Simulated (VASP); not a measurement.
# AlCu6 (P6_3/m) in VASP: single point with PBE

Aim: the single point of AlCu6 with PBE.

Program: VASP 6.6.1. These are calculated values, not measurements. Logs are shortened: lines on timing, memory, paths and dates and some standing lists are left out, and cuts for length are marked.

## Step 1: The cell of the first run

The structure is hexagonal, space group P6_3/m (No. 176). The conventional cell has a = 6.845 Å, b = 6.845 Å, c = 4.233 Å, α = 90.00°, β = 90.00°, γ = 120.00°. Within 3.4 Å of Al (site symmetry -6) lie 12 Cu at 2.59 to 2.60 Å. Within 3.4 Å of Cu (site symmetry m) lie 9 Cu at 2.57 to 2.60 Å and 3 Al at 2.59 Å. Cu (site symmetry m) has 11 Cu at 2.57 to 2.60 Å and 1 Al at 2.60 Å within 3.4 Å.

## Step 2: Single point, PBE

INCAR reads:

```
  PREC = Accurate
  ENCUT = 520
  EDIFF = 1E-7
  ISMEAR = 0
  SIGMA = 0.1
  LREAL = F
  LASPH = T
  NELM = 100
  ALGO = Fast
  ISIF = 2
  LWAVE = F
  LCHARG = T
  GGA = PE
  LELF = T
  LVHAR = T
  NBANDS = 82
```

KPOINTS reads:

```
Automatic mesh
0
Gamma
  6 6 8
```

POSCAR reads:

```
AlCu6
1.0
    6.8449140903      0.0000000000      0.0000000000
   -3.4224570452      5.9278694889      0.0000000000
    0.0000000000      0.0000000000      4.2328484016
Al Cu
2 12
Direct
    0.6666666667      0.3333333333      0.7500000000
    0.3333333333      0.6666666667      0.2500000000
    0.3794855928      0.4746661942      0.7500000000
    0.9536100869      0.1903076184      0.7500000000
    0.5253338058      0.9048193986      0.7500000000
    0.2366975315      0.0463899131      0.7500000000
    0.0951806014      0.6205144072      0.7500000000
    0.8096923816      0.7633024685      0.7500000000
    0.9048193986      0.3794855928      0.2500000000
    0.7633024685      0.9536100869      0.2500000000
    0.4746661942      0.0951806014      0.2500000000
    0.1903076184      0.2366975315      0.2500000000
    0.0463899131      0.8096923816      0.2500000000
    0.6205144072      0.5253338058      0.2500000000
```

Potentials or basis: VASP PAW PBE potentials, release 64 (Al, Cu).

Launch:

```sh
$ cat potpaw_PBE.64/Al/POTCAR potpaw_PBE.64/Cu/POTCAR > POTCAR
$ mpirun -np 1 vasp_std > vasp.out
```

OUTCAR:

```text
PREC = Accurate
   ENCUT = 520
   EDIFF = 1E-7
   ISMEAR = 0
   LREAL = F
   LASPH = T
   NELM = 100
   ISIF = 2
   GGA = PE

 ion  position               nearest neighbor table
   1  0.667  0.333  0.750-   5 2.59   7 2.59   3 2.59   9 2.59   9 2.59  11 2.59  11 2.59  14 2.59
                            14 2.59   4 2.60   6 2.60   8 2.60
   2  0.333  0.667  0.250-  11 2.59   9 2.59  14 2.59   7 2.59   7 2.59   5 2.59   5 2.59   3 2.59
                             3 2.59  13 2.60  10 2.60  12 2.60
   3  0.379  0.475  0.750-   4 2.57   6 2.59  12 2.59  12 2.59   1 2.59   2 2.59   2 2.59   5 2.59
                             7 2.59  14 2.60  14 2.60   8 2.60
   4  0.954  0.190  0.750-   3 2.57   8 2.58   6 2.58   5 2.59  10 2.59  10 2.59  12 2.59  12 2.59
                             9 2.59   9 2.59   1 2.60   7 2.60
   5  0.525  0.905  0.750-   8 2.57   4 2.59  10 2.59  10 2.59   1 2.59   2 2.59   2 2.59   7 2.59
                             3 2.59  11 2.60  11 2.60   6 2.60
   6  0.237  0.046  0.750-   7 2.57   8 2.58   4 2.58   3 2.59  13 2.59  13 2.59  12 2.59  12 2.59
                            11 2.59  11 2.59   1 2.60   5 2.60
   7  0.095  0.621  0.750-   6 2.57   8 2.59  13 2.59  13 2.59   1 2.59   2 2.59   2 2.59   5 2.59
                             3 2.59   9 2.60   9 2.60   4 2.60
   8  0.810  0.763  0.750-   5 2.57   6 2.58   4 2.58   7 2.59  13 2.59  13 2.59  10 2.59  10 2.59
                            14 2.59  14 2.59   1 2.60   3 2.60
   9  0.905  0.379  0.250-  10 2.57  12 2.59   4 2.59   4 2.59   2 2.59   1 2.59   1 2.59  11 2.59
                            14 2.59   7 2.60   7 2.60  13 2.60
  10  0.763  0.954  0.250-   9 2.57  12 2.58  13 2.58  14 2.59   4 2.59   4 2.59   8 2.59   8 2.59
                             5 2.59   5 2.59   2 2.60  11 2.60
  11  0.475  0.095  0.250-  12 2.57  13 2.59   6 2.59   6 2.59   2 2.59   1 2.59   1 2.59   9 2.59
                            14 2.59   5 2.60   5 2.60  10 2.60
  12  0.190  0.237  0.250-  11 2.57  10 2.58  13 2.58   9 2.59   4 2.59   4 2.59   6 2.59   6 2.59
                             3 2.59   3 2.59   2 2.60  14 2.60
  13  0.046  0.810  0.250-  14 2.57  12 2.58  10 2.58  11 2.59   6 2.59   6 2.59   8 2.59   8 2.59
                             7 2.59   7 2.59   2 2.60   9 2.60
  14  0.621  0.525  0.250-  13 2.57  10 2.59   8 2.59   8 2.59   2 2.59   1 2.59   1 2.59  11 2.59
                             9 2.59   3 2.60   3 2.60  12 2.60

  LATTYP: Found a hexagonal cell.
 ALAT       =     6.8449140903
 C/A-ratio  =     0.6183932107

  Lattice vectors:

 A1 = (   6.8449140903,   0.0000000000,   0.0000000000)
 A2 = (  -3.4224570452,   5.9278694889,   0.0000000000)
 A3 = (   0.0000000000,   0.0000000000,   4.2328484016)

Analysis of symmetry for initial positions (statically):
=====================================================================
 Subroutine PRICEL returns:
 Original cell was already a primitive cell.
[... 171 lines left out ...]
  Thomas-Fermi vector in A             =   2.630599
   LORBIT       =      0    0 simple, 1 ext, 2 COOP (PROOUT), +10 PAW based schemes
   GGA     = PE    functional components
   LHFCALC =     F    Hartree Fock is set to
   AEXX    =    0.0000 exact exchange contribution
   IVDW    =     0    specifies the selected vdW correction
   LEPSILON=     F    determine dielectric tensor
   LRPA    =     F    only Hartree local field effects (RPA)
 non-spin polarized calculation
 RMM-DIIS sequential band-by-band and
 Gauss-broadening in eV      SIGMA  =   0.10
  energy-cutoff  :      520.00
  volume of cell :      171.75
 maximum number of plane-waves:      4652
 NGX is ok and might be reduce to    54
   NGX = 25   NGY = 25   NGZ = 15

 number of electron     138.0000115 magnetization

 Free energy of the ion-electron system (eV)
  ---------------------------------------------------
  ext. energy  EPLUGINS =         0.00000000
  ---------------------------------------------------
  free energy    TOTEN  =       -53.74387297 eV

  energy without entropy =      -53.71858322  energy(sigma->0) =      -53.73122809

 E-fermi :   7.9204     XC(G=0): -12.3486

 val. band max:        7.9078567457   @ k =   0.1667  -0.0000   0.3750
 cond. band min:       7.9212061061   @ k =   0.1667   0.1667   0.3750
 fundamental gap:      0.0133493603
 Fermi energy:         7.9203852255

 k-point     1 :       0.0000    0.0000    0.0000
  band No.  band energies     occupation
      1      -2.0761      2.00000
      2       1.0102      2.00000
      3       1.8200      2.00000
      4       1.8200      2.00000
      5       2.0022      2.00000
      6       2.2725      2.00000
[... 2005 lines left out ...]
     80      13.6659      0.00000
     81      13.8325      0.00000

 [... further k-points ...]

 [bands above 81 left out]

------------------------ aborting loop because EDIFF is reached ----------------------------------------

  FORCE on cell =-STRESS in cart. coord.  units (eV):
  Direction    XX          YY          ZZ          XY          YZ          ZX
  --------------------------------------------------------------------------------------
  -------------------------------------------------------------------------------------
  Total        0.5778129      0.5778129      0.5520920      0.0000000      0.0000000      0.0000000
  in kB        5.3901206      5.3901206      5.1501833      0.0000001      0.0000000      0.0000000
  external PRESSURE =       5.3101415 kB  Pullay stress =       0.0000000 kB

 VOLUME and BASIS-vectors are now :
 -----------------------------------------------------------------------------
  energy-cutoff  :      520.00
  volume of cell :      171.75
      direct lattice vectors                 reciprocal lattice vectors
     6.844914090  0.000000000  0.000000000     0.146093872  0.084347336  0.000000000
    -3.422457045  5.927869489  0.000000000     0.000000000  0.168694672  0.000000000
     0.000000000  0.000000000  4.232848402     0.000000000  0.000000000  0.236247535

 POSITION                                       TOTAL-FORCE (eV/Angst)
 -----------------------------------------------------------------------------------
      3.42246      1.97596      3.17464         0.000000      0.000000     -0.000000
     -0.00000      3.95191      1.05821         0.000000      0.000000      0.000000
      0.97302      2.81376      3.17464         0.002074      0.004635     -0.000000
      5.87606      1.12812      3.17464        -0.005546     -0.000559      0.000000
      0.49916      5.36365      3.17464        -0.005051     -0.000521      0.000000
      1.46141      0.27499      3.17464         0.002289      0.005083     -0.000000
     -1.47218      3.67833      3.17464         0.002977     -0.004114      0.000000
      2.92990      4.52476      3.17464         0.003257     -0.004524     -0.000000
      4.89464      2.24954      1.05821        -0.002977      0.004114     -0.000000
      1.96105      5.65288      1.05821        -0.002289     -0.005083      0.000000
      2.92330      0.56422      1.05821         0.005051      0.000521     -0.000000
      0.49255      1.40311      1.05821        -0.003257      0.004524     -0.000000
     -2.45360      4.79975      1.05821         0.005546      0.000559      0.000000
      2.44944      3.11411      1.05821        -0.002074     -0.004635     -0.000000
 -----------------------------------------------------------------------------------
    total drift:                               -0.000000      0.000000      0.000000

  FREE ENERGIE OF THE ION-ELECTRON SYSTEM (eV)
  ---------------------------------------------------
  free  energy   TOTEN  =       -53.7438729654 eV

  energy  without entropy=      -53.7185832159  energy(sigma->0) =      -53.73122809
```

OSZICAR:

```text
N       E                     dE             d eps       ncg     rms          rms(c)
DAV:   1     0.137006442169E+04    0.13701E+04   -0.57038E+04  6560   0.282E+03
DAV:   2     0.161971420651E+03   -0.12081E+04   -0.11769E+04  6560   0.565E+02
DAV:   3    -0.555194403788E+02   -0.21749E+03   -0.20319E+03  6560   0.269E+02
DAV:   4    -0.672962854053E+02   -0.11777E+02   -0.11457E+02  7368   0.875E+01
[... 10 lines left out ...]
RMM:  15    -0.537438757866E+02   -0.20293E-06   -0.27299E-05  9923   0.211E-02    0.150E-02
RMM:  16    -0.537438786747E+02   -0.28881E-05   -0.46878E-06  9294   0.105E-02    0.176E-02
RMM:  17    -0.537438725129E+02    0.61617E-05   -0.25994E-05  9204   0.422E-02    0.223E-02
RMM:  18    -0.537438728766E+02   -0.36370E-06   -0.13705E-06  7151   0.935E-03    0.433E-03
RMM:  19    -0.537438729654E+02   -0.88741E-07   -0.65661E-07  6588   0.318E-03
   1 F= -.53743873E+02 E0= -.53731228E+02  d E =-.252897E-01
```

stdout:

```text
POSCAR found type information on POSCAR AlCu
 POSCAR found :  2 types and      14 ions
 scaLAPACK will be used
 LDA part: xc-table for (Slater+PW92), standard interpolation
 POSCAR, INCAR and KPOINTS ok, starting setup
 FFT: planning ... GRIDC
 FFT: planning ... GRID_SOFT
 FFT: planning ... GRID
 WAVECAR not read
 entering main loop
```

Run time: 18 min. Hardware: 1 thread of Intel Xeon Platinum 8259CL at 2.50GHz (Skylake/Cascade Lake), shared host; peak memory 0.55 GiB.

Results:

| Item | Value |
| --- | --- |
| Free energy | -53.7439 eV |
| Pressure | 0.5 GPa |
| Largest force | 0.006 eV/Å |
| Band gap on the k mesh | zero (bands 69 and 70 overlap by 3.08 eV) |

Forces in eV/Å, atoms in the order of the input:
```
Al   0.000  0.000  0.000
Al   0.000  0.000  0.000
Cu   0.002  0.005  0.000
Cu  -0.006 -0.001  0.000
Cu  -0.005 -0.001  0.000
Cu   0.002  0.005  0.000
Cu   0.003 -0.004  0.000
Cu   0.003 -0.005  0.000
Cu  -0.003  0.004  0.000
Cu  -0.002 -0.005  0.000
Cu   0.005  0.001  0.000
Cu  -0.003  0.005  0.000
Cu   0.006  0.001  0.000
Cu  -0.002 -0.005  0.000
```

Levels at points of the mesh, in eV from the Fermi level:
```
           k point  band 65  band 66  band 67  band 68  band 69  band 70  band 71  band 72  band 73  band 74
(0.00, 0.00, 0.00)    -1.73    -1.67    -1.67    -1.55     2.10     2.87     3.35     3.48     3.48     3.78
(0.50, 0.00, 0.00)    -0.94    -0.36     0.08     0.38     0.43     0.53     1.53     1.98     2.27     2.51
(0.00, 0.00, 0.50)    -1.36    -1.36    -1.24    -1.24    -0.97    -0.97    -0.97    -0.97    -0.86    -0.86
(0.50, 0.00, 0.50)    -1.73    -1.73    -1.61    -1.61    -0.44    -0.44     1.07     1.07     1.11     1.11
```
